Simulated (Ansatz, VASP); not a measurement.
## Si: VASP beside Ansatz

```xyz
2
Lattice="0.0000 2.7351 2.7351 2.7351 0.0000 2.7351 2.7351 2.7351 0.0000" Properties=species:S:1:pos:R:3 pbc="T T T"
Si    0.0000    0.0000    0.0000
Si    1.3676    1.3676    1.3676
```

Alike in both runs: functional PBE; k mesh 10 × 10 × 10; occupations gaussian, width 0.01 eV; no spin polarisation.

Ansatz relaxed the structure, and its values are those at the end. VASP's run is a single point on that final structure, the one shown.

```csv
,VASP,Ansatz
version,VASP 6.6.1,Ansatz 0.2.0
potentials or method,"VASP PAW PBE potentials, release 64 (Si)","scalar-relativistic, plane waves, PAW"
plane-wave cutoff (eV),500,420
valence electrons in the cell,8,8
```

|  | VASP | Ansatz | Ansatz less VASP |
| --- | --- | --- | --- |
| gap on the k mesh at the Fermi level (eV) | 0.62 | 0.62 | -0.002 |
| least direct gap on the mesh (eV) | 2.56 | 2.55 | -0.005 |
| pressure (GPa) | -0.1 | 0.0 | +0.08 |

The functional is the same, so the differences come from potentials, cutoffs and numerics.
